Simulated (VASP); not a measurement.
# Sn (I4/mmm) in VASP: notebook

Sn is run at these levels: PBEsol; tasks: single point.

Program: VASP 6.6.1. These are calculated values, not measurements. Logs are shortened: lines on timing, memory, paths and dates and some standing lists are left out, and cuts for length are marked.

**1. The cell of the first run**

Symmetry: I4/mmm, No. 139, tetragonal system. The conventional cell has a = 3.745 Å, b = 3.745 Å, c = 3.651 Å, α = 90.00°, β = 90.00°, γ = 90.00°. Within 4.2 Å of Sn (site symmetry 4/mmm) lie 14 Sn at 3.22 to 3.74 Å.

**2. Single point, PBEsol (strain +0.000 along x and y, -0.025 along z)**

File INCAR:

```
ALGO = Fast ; EDIFF = 1E-7
ENCUT = 520 ; GGA = PS
ISIF = 2 ; ISMEAR = 0
LASPH = True ; LCHARG = True
LELF = True ; LREAL = False
LVHAR = True ; LWAVE = False
NBANDS = 13 ; NELM = 100
PREC = Accurate ; SIGMA = 0.15
```

File KPOINTS:

```
k-points
0
Gamma
  22 22 22
```

File POSCAR:

```
Sn
1.0
   -1.8723950223      1.8723950223      1.8255851467
    1.8723950223     -1.8723950223      1.8255851467
    1.8723950223      1.8723950223     -1.8255851467
Sn
1
Direct
    0.0000000000      0.0000000000      0.0000000000
```

Potentials or basis: VASP PAW PBE potentials, release 64 (Sn_d).

Started as:

```sh
cat potpaw_PBE.64/Sn_d/POTCAR > POTCAR
mpirun -np 1 vasp_std > vasp.out
```

OUTCAR:

```text
EDIFF = 1E-7
   ENCUT = 520
   GGA = PS
   ISIF = 2
   ISMEAR = 0
   LASPH = True
   LREAL = False
   NELM = 100
   PREC = Accurate

 ion  position               nearest neighbor table
   1  0.000  0.000  0.000-

  LATTYP: Found a body centered tetragonal cell.
 ALAT       =     3.7447900446
 C/A-ratio  =     0.9750000000

  Lattice vectors:

 A1 = (  -1.8723950223,   1.8723950223,   1.8255851467)
 A2 = (   1.8723950223,  -1.8723950223,   1.8255851467)
 A3 = (   1.8723950223,   1.8723950223,  -1.8255851467)

Analysis of symmetry for initial positions (statically):
=====================================================================
 Subroutine PRICEL returns:
 Original cell was already a primitive cell.

 Routine SETGRP: Setting up the symmetry group for a
 body centered tetragonal supercell.

 Subroutine GETGRP returns: Found 16 space group operations
 (whereof 16 operations were pure point group operations)
 out of a pool of 16 trial point group operations.

The static configuration has the point symmetry D_4h.

Analysis of symmetry for dynamics (positions and initial velocities):
=====================================================================
 Subroutine PRICEL returns:
 Original cell was already a primitive cell.

 Routine SETGRP: Setting up the symmetry group for a
 body centered tetragonal supercell.

 Subroutine GETGRP returns: Found 16 space group operations
 (whereof 16 operations were pure point group operations)
 out of a pool of 16 trial point group operations.

The dynamic configuration has the point symmetry D_4h.

 Subroutine INISYM returns: Found 16 space group operations
 (whereof 16 operations are pure point group operations),
 and found     1 'primitive' translations

----------------------------------------------------------------------------------------

                                     Primitive cell

  volume of cell :      25.6010

  direct lattice vectors                    reciprocal lattice vectors
    -1.872395022  1.872395022  1.825585147     0.000000000  0.267037668  0.273884788
     1.872395022 -1.872395022  1.825585147     0.267037668  0.000000000  0.273884788
     1.872395022  1.872395022 -1.825585147     0.267037668  0.267037668  0.000000000

  length of vectors
     3.216284715  3.216284715  3.216284715     0.382520578  0.382520578  0.377648292

  position of ions in fractional coordinates (direct lattice)
     0.000000000  0.000000000  0.000000000

  ion indices of the primitive-cell ions
   primitive index   ion index
                 1           1

----------------------------------------------------------------------------------------

 KPOINTS: k-points

Automatic generation of k-mesh.
 Grid dimensions read from file:
 generate k-points for:   22   22   22

 Generating k-lattice:

  Cartesian coordinates                     Fractional coordinates (reciprocal lattice)
     0.000000000  0.012138076  0.012449309     0.045454545  0.000000000  0.000000000
     0.012138076  0.000000000  0.012449309     0.000000000  0.045454545  0.000000000
     0.012138076  0.012138076  0.000000000     0.000000000  0.000000000  0.045454545

  Length of vectors
     0.017387299  0.017387299  0.017165831

  Shift w.r.t. Gamma in fractional coordinates (k-lattice)
     0.000000000  0.000000000  0.000000000

 Subroutine IBZKPT returns following result:
 ===========================================

 Found    834 irreducible k-points:

 Following reciprocal coordinates:
            Coordinates               Weight
  0.000000  0.000000  0.000000      1.000000
  0.045455  0.000000 -0.000000      8.000000
  0.090909  0.000000 -0.000000      8.000000
  0.136364  0.000000  0.000000      8.000000
  0.181818  0.000000  0.000000      8.000000
  0.227273  0.000000 -0.000000      8.000000
[... 16 lines left out ...]
  0.500000  0.045455  0.000000     16.000000
 -0.454545  0.045455  0.000000     16.000000
 [... further k-points ...]
   k-points           NKPTS =    834   k-points in BZ     NKDIM =    834   number of bands    NBANDS=     13
   number of dos      NEDOS =    301   number of ions     NIONS =      1
   total plane-waves  NPLWV =  13824
   dimension x,y,z NGX =    24 NGY =   24 NGZ =   24
   dimension x,y,z NGXF=    48 NGYF=   48 NGZF=   48
   ions per type =               1
   NGX,Y,Z   is equivalent  to a cutoff of  12.41, 12.41, 12.41 a.u.
   NGXF,Y,Z  is equivalent  to a cutoff of  24.81, 24.81, 24.81 a.u.
 SYSTEM =  unknown system
   PREC   = accura    normal or accurate (medium, high low for compatibility)
   ISTART =      0    job   : 0-new  1-cont  2-samecut
   ICHARG =      2    charge: 1-file 2-atom 10-const
   ISPIN  =      1    spin polarized calculation?
   LNONCOLLINEAR =      F non collinear calculations
   LSORBIT =      F    spin-orbit coupling
   LASPH  =      T    aspherical Exc in radial PAW
   ENCUT  =  520.0 eV  38.22 Ry    6.18 a.u.   5.98  5.98  5.98*2*pi/ulx,y,z
   NELM   =    100;   NELMIN=  2; NELMDL= -5     # of ELM steps
   EDIFF  = 0.1E-06   stopping-criterion for ELM
   LREAL  =      F    real-space projection
   EDIFFG = 0.1E-05   stopping-criterion for IOM
   NSW    =      0    number of steps for IOM
   IBRION =     -1    ionic relax: 0-MD 1-quasi-New 2-CG
   NFREE  =      0    steps in history (QN), initial steepest desc. (CG)
   ISIF   =      2    stress and relaxation
   ISYM   =      2    0-nonsym 1-usesym 2-fastsym
   POTIM  = 0.5000    time-step for ionic-motion
   TEBEG  =    0.0;   TEEND  =   0.0 temperature during run
   PSTRESS=    0.0 pullay stress
   NELECT =      14.0000    total number of electrons
   NUPDOWN=      -1.0000    fix difference up-down
   EMIN   =  10.00;   EMAX   =-10.00  energy-range for DOS
   EFERMI =   0.00;   METHOD = LEGACY
   ISMEAR =     0;   SIGMA  =   0.15  broadening in eV -4-tet -1-fermi 0-gaus
   EFERMI_NEDOS =   21; number of points for ismear=-14 and -15
   IALGO  =     68    algorithm
   IMIX   =      4    mixing-type and parameters
     AMIX     =   0.40;   BMIX     =  1.00
     AMIX_MAG =   1.60;   BMIX_MAG =  1.00
  volume/ion in A,a.u.               =      25.60       172.76
  Fermi-wavevector in a.u.,A,eV,Ry     =   1.338747  2.529865 24.384952  1.792243
  Thomas-Fermi vector in A             =   2.467193
   LORBIT       =      0    0 simple, 1 ext, 2 COOP (PROOUT), +10 PAW based schemes
   GGA     = PS    functional components
   LHFCALC =     F    Hartree Fock is set to
   AEXX    =    0.0000 exact exchange contribution
   IVDW    =     0    specifies the selected vdW correction
   LEPSILON=     F    determine dielectric tensor
   LRPA    =     F    only Hartree local field effects (RPA)
 non-spin polarized calculation
 RMM-DIIS sequential band-by-band and
 Gauss-broadening in eV      SIGMA  =   0.15
  energy-cutoff  :      520.00
  volume of cell :       25.60
 maximum number of plane-waves:       705
   NGX = 11   NGY = 11   NGZ = 11

 number of electron      13.9999997 magnetization

 Free energy of the ion-electron system (eV)
  ---------------------------------------------------
  ext. energy  EPLUGINS =         0.00000000
  ---------------------------------------------------
  free energy    TOTEN  =        -4.23165747 eV

  energy without entropy =       -4.22557076  energy(sigma->0) =       -4.22861411

 E-fermi :   8.6624     XC(G=0): -10.7900

 val. band max:        8.6585331627   @ k =   0.4091   0.3182   0.0909
 cond. band min:       8.6624975158   @ k =  -0.1818   0.3636   0.0909
 fundamental gap:      0.0039643530
 Fermi energy:         8.6624191685

 k-point     1 :       0.0000    0.0000    0.0000
  band No.  band energies     occupation
      1     -12.8222      2.00000
      2     -12.8130      2.00000
      3     -12.8130      2.00000
      4     -12.6569      2.00000
      5     -12.6420      2.00000
      6      -2.8770      2.00000
      7      17.1179      0.00000
      8      17.1179      0.00000
      9      17.3164      0.00000
     10      20.8251      0.00000
     11      20.8251      0.00000
     12      21.1536      0.00000
     13      21.5271      0.00000

 k-point     2 :       0.0455    0.0000   -0.0000
  band No.  band energies     occupation
      1     -12.8211      2.00000
      2     -12.8114      2.00000
      3     -12.8100      2.00000
      4     -12.6571      2.00000
      5     -12.6431      2.00000
      6      -2.8292      2.00000
      7      16.7684      0.00000
      8      16.8994      0.00000
      9      17.1507      0.00000
     10      20.2809      0.00000
     11      20.4125      0.00000
     12      20.9202      0.00000
     13      21.8923      0.00000

 k-point     3 :       0.0909    0.0000   -0.0000
  band No.  band energies     occupation
      1     -12.8229      2.00000
      2     -12.8071      2.00000
      3     -12.7960      2.00000
      4     -12.6579      2.00000
      5     -12.6460      2.00000
      6      -2.6856      2.00000
      7      15.6774      0.00000
      8      16.3639      0.00000
      9      16.8848      0.00000
     10      19.5291      0.00000
     11      19.7942      0.00000
     12      20.7503      0.00000
     13      22.6335      0.00000

 k-point     4 :       0.1364    0.0000    0.0000
  band No.  band energies     occupation
      1     -12.8280      2.00000
      2     -12.8010      2.00000
      3     -12.7717      2.00000
      4     -12.6598      2.00000
      5     -12.6495      2.00000
      6      -2.4460      2.00000
      7      14.2384      0.00000
      8      15.6973      0.00000
      9      16.5107      0.00000
     10      18.9232      0.00000
     11      19.2105      0.00000
     12      20.7469      0.00000
     13      22.9919      0.00000

 k-point     5 :       0.1818    0.0000    0.0000
  band No.  band energies     occupation
      1     -12.8349      2.00000
      2     -12.7946      2.00000
      3     -12.7399      2.00000
      4     -12.6631      2.00000
      5     -12.6520      2.00000
      6      -2.1098      2.00000
      7      12.6935      0.00000
      8      15.0117      0.00000
      9      16.0735      0.00000
     10      18.4168      0.00000
     11      18.6908      0.00000
     12      20.9255      0.00000
     13      23.2408      0.00000
[... 257 lines left out ...]
 k-point    22 :       0.4545    0.0455   -0.0000
  band No.  band energies     occupation
      1     -12.8735      2.00000
      2     -12.8010      2.00000
      3     -12.6598      2.00000
      4     -12.6498      2.00000
      5     -12.5499      2.00000
      6       2.1359      2.00000
      7       4.1530      2.00000
      8      12.1162      0.00000
      9      13.8794      0.00000
     10      17.0115      0.00000
     11      17.5329      0.00000
     12      23.8055      0.00000
     13      25.3661      0.00000

 k-point    23 :       0.5000    0.0455    0.0000
  band No.  band energies     occupation
      1     -12.8734      2.00000
      2     -12.8009      2.00000
      3     -12.6590      2.00000
      4     -12.6507      2.00000
      5     -12.5499      2.00000
      6       2.1220      2.00000
      7       4.1695      2.00000
      8      12.1093      0.00000
      9      13.8802      0.00000
     10      17.0064      0.00000
     11      17.5499      0.00000
     12      24.1318      0.00000
     13      24.9997      0.00000

 k-point    24 :      -0.4545    0.0455    0.0000
  band No.  band energies     occupation
      1     -12.8710      2.00000
      2     -12.7986      2.00000
      3     -12.6591      2.00000
      4     -12.6530      2.00000
      5     -12.5607      2.00000
      6       1.3987      2.00000
      7       5.0810      2.00000
      8      12.2175      0.00000
      9      13.9694      0.00000
     10      17.0646      0.00000
     11      17.6334      0.00000
     12      23.8434      0.00000
     13      24.8093      0.00000

 [... further k-points ...]

------------------------ aborting loop because EDIFF is reached ----------------------------------------

  FORCE on cell =-STRESS in cart. coord.  units (eV):
  Direction    XX          YY          ZZ          XY          YZ          ZX
  --------------------------------------------------------------------------------------
  -------------------------------------------------------------------------------------
  Total        0.1952790      0.1952790      0.1529134      0.0000000     -0.0000000      0.0000000
  in kB       12.2210645     12.2210645      9.5697187      0.0000000     -0.0000000      0.0000000
  external PRESSURE =      11.3372825 kB  Pullay stress =       0.0000000 kB

 VOLUME and BASIS-vectors are now :
 -----------------------------------------------------------------------------
  energy-cutoff  :      520.00
  volume of cell :       25.60
      direct lattice vectors                 reciprocal lattice vectors
    -1.872395022  1.872395022  1.825585147     0.000000000  0.267037668  0.273884788
     1.872395022 -1.872395022  1.825585147     0.267037668  0.000000000  0.273884788
     1.872395022  1.872395022 -1.825585147     0.267037668  0.267037668  0.000000000

 POSITION                                       TOTAL-FORCE (eV/Angst)
 -----------------------------------------------------------------------------------
      0.00000      0.00000      0.00000         0.000000     -0.000000      0.000000
 -----------------------------------------------------------------------------------
    total drift:                               -0.000000     -0.000000      0.000000

  FREE ENERGIE OF THE ION-ELECTRON SYSTEM (eV)
  ---------------------------------------------------
  free  energy   TOTEN  =        -4.2316574726 eV

  energy  without entropy=       -4.2255707572  energy(sigma->0) =       -4.22861411
```

Run time: 2.4 min. Hardware: 1 thread of AMD EPYC 9R45 (Zen 5), shared host; peak memory 0.32 GiB.

Results:

* Free energy: -4.2317 eV
* Pressure: 1.1 GPa
* Band gap on the k mesh: zero (bands 7 and 8 overlap by 11.05 eV)

Caveat: the cell differs from its parent crystal (strain +0.000 along x and y, -0.025 along z); the PAW data sets were made with another functional, which shifts forces and pressure a little; spin-orbit coupling is left out, which moves the levels of the heavy elements.

(Continued in part 2 of 2.)
